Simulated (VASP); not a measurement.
Runs of VASP 6.6.1 on Pb. The structure is that of space group P6_3/mmc (No. 194), or close to it. The cells are those of the table. This isn't the form of Pb at room conditions, which is fcc.

| cell | gap on the mesh (eV) | pressure (GPa) |
| --- | --- | --- |
| a = 3.503, b = 3.503, c = 5.627 Å, angles 90.0, 90.0, 120.0°, 2 atoms | none | (b) |
| a = 3.515, b = 3.515, c = 5.590 Å, angles 90.0, 90.0, 120.0°, 2 atoms | none | -0.2 |
| a = 3.480, b = 3.480, c = 5.590 Å, angles 90.0, 90.0, 120.0°, 2 atoms | none | (a) |
| a = 3.480, b = 3.480, c = 5.646 Å, angles 90.0, 90.0, 120.0°, 2 atoms | none | 0.4 |
| a = 3.492, b = 3.492, c = 5.609 Å, angles 90.0, 90.0, 120.0°, 2 atoms | none | 0.3 |
| a = 3.548, b = 3.548, c = 5.700 Å, angles 90.0, 90.0, 120.0°, 2 atoms | none | -1.7 |
| a = 3.526, b = 3.526, c = 5.664 Å, angles 90.0, 90.0, 120.0°, 2 atoms | none | -1.0 |

Alike in all rows: level PBEsol; potentials or basis VASP PAW PBE potentials, release 64 (Pb_d); no spin polarisation; k mesh 12 × 12 × 7; cutoff (eV) 520; smearing fermi-dirac 0.05 eV.

Estimate the missing entries.

(a) 0.8; (b) -0.1.

Caveats: the PAW data sets were made with another functional, which shifts forces and pressure a little; spin-orbit coupling is left out, which moves the levels of the heavy elements.

A k mesh can miss the band edges, and the runs leave out spin-orbit coupling on Pb.

A gap of «none» marks levels without a gap at the run's occupations.
